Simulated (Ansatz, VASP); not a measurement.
# Two plane-wave programs on EuFe4As12

The input INCAR:

```
PREC = Accurate ; ENCUT = 520
EDIFF = 1E-7 ; ISMEAR = 0
SIGMA = 0.05 ; LREAL = Auto
LASPH = T ; NELM = 150
ALGO = Normal ; ISIF = 2
LWAVE = F ; LCHARG = F
ISPIN = 2 ; MAGMOM = 7 2.5 2.5 2.5 2.5 0 0 0 0 0 0 0 0 0 0 0 0
LORBIT = 11 ; LMAXMIX = 6
LDAU = T ; LDAUTYPE = 2
LDAUL = 3 -1 -1 ; LDAUU = 6 0 0
LDAUJ = 0 0 0 ; LDAUPRINT = 1
GGA = PE ; NBANDS = 72
```

The input KPOINTS:

```
Automatic mesh
0
Gamma
  3 3 3
```

File POSCAR:

```
EuFe4As12
1.0
   -4.1687000000      4.1687000000      4.1687000000
    4.1687000000     -4.1687000000      4.1687000000
    4.1687000000      4.1687000000     -4.1687000000
Eu Fe As
1 4 12
Direct
    0.0000000000      0.0000000000      0.0000000000
    0.5000000000      0.0000000000      0.0000000000
    0.0000000000      0.5000000000      0.0000000000
    0.0000000000      0.0000000000      0.5000000000
    0.5000000000      0.5000000000      0.5000000000
    0.5016558800      0.6566206000      0.8450352800
    0.4983441200      0.3433794000      0.1549647200
    0.8115853200      0.6566206000      0.1549647200
    0.1884146800      0.3433794000      0.8450352800
    0.8450352800      0.1884146800      0.3433794000
    0.1549647200      0.8115853200      0.6566206000
    0.1549647200      0.4983441200      0.3433794000
    0.8450352800      0.5016558800      0.6566206000
    0.6566206000      0.1549647200      0.8115853200
    0.3433794000      0.8450352800      0.1884146800
    0.3433794000      0.1549647200      0.4983441200
    0.6566206000      0.8450352800      0.5016558800
```

Input for Ansatz:

```yaml
crystal:
  lattice:
    - [-4.1687, 4.1687, 4.1687]
    - [4.1687, -4.1687, 4.1687]
    - [4.1687, 4.1687, -4.1687]
  atoms:
    - { symbol: Eu, position: [0.0, 0.0, 0.0], spin: 7.0 }
    - { symbol: Fe, position: [0.5, 0.0, 0.0], spin: 2.5 }
    - { symbol: Fe, position: [0.0, 0.5, 0.0], spin: 2.5 }
    - { symbol: Fe, position: [0.0, 0.0, 0.5], spin: 2.5 }
    - { symbol: Fe, position: [0.5, 0.5, 0.5], spin: 2.5 }
    - { symbol: As, position: [0.50165588, 0.6566206, 0.84503528] }
    - { symbol: As, position: [0.49834412, 0.3433794, 0.15496472] }
    - { symbol: As, position: [0.81158532, 0.6566206, 0.15496472] }
    - { symbol: As, position: [0.18841468, 0.3433794, 0.84503528] }
    - { symbol: As, position: [0.84503528, 0.18841468, 0.3433794] }
    - { symbol: As, position: [0.15496472, 0.81158532, 0.6566206] }
    - { symbol: As, position: [0.15496472, 0.49834412, 0.3433794] }
    - { symbol: As, position: [0.84503528, 0.50165588, 0.6566206] }
    - { symbol: As, position: [0.6566206, 0.15496472, 0.81158532] }
    - { symbol: As, position: [0.3433794, 0.84503528, 0.18841468] }
    - { symbol: As, position: [0.3433794, 0.15496472, 0.49834412] }
    - { symbol: As, position: [0.6566206, 0.84503528, 0.50165588] }
basis:
  ecutwfc: 420
  ecutrho_ratio: 4
kpoints:
  mp_grid: { grid: [3, 3, 3] }
hamiltonian:
  xc: pbe
  hubbard: { sites: [{ species: Eu, l: f, u_eff: 6.0 }] }
  pseudopotentials: { kind: paw, frozen_core: stored }
scf:
  occupations: { method: gaussian, width: 0.05 }
output:
  forces: true
  stress: true
  eigenvalues: true
  populations: true
  hubbard: { sites: [{ species: Eu, l: f }] }
magnetization:
  spin_polarized: true
```

Alike in both runs: task single point; functional PBE; k mesh 3 × 3 × 3; occupations gaussian, width 0.05 eV; collinear spin; Hubbard terms Eu f U = 6.0 eV.

|  | VASP | Ansatz |
| --- | --- | --- |
| version | VASP 6.6.1 | Ansatz 0.2.0 |
| potentials or method | VASP PAW PBE potentials, release 64 (Eu, Fe, As), cutoff 520 eV | scalar-relativistic, plane waves, PAW |
| valence electrons in the cell | 109 | 261 |

```tsv
	VASP	Ansatz	Ansatz less VASP
gap on the k mesh at the Fermi level (eV)	none	none	-
pressure (GPa)	1.6	1.3	-0.32
rms of the force components (eV/Å)	0.038	0.052	+0.0146
net moment per atom (μB)	0.53	0.30	-0.227
size of the moment on the site where the two differ most (μB)	6.69	6.90	+0.201
```

The net moments are unlike, so the other rows may belong to different states. Site moments also hang on the region over which each program counts them. The programs project onto different local orbitals, so the same U acts differently, and such runs can settle in different states. Atom by atom the forces differ by 0.029 eV/Å (rms over components). A gap of «none» marks a metal or a gap that the smearing closes. VASP's potentials hold 109 valence electrons a cell and Ansatz's 261, so a difference there can come from the potentials and not from the codes. Ansatz's warnings: filled band counts differ across k points, seeded moment not kept.

Neither program's run includes spin-orbit coupling.
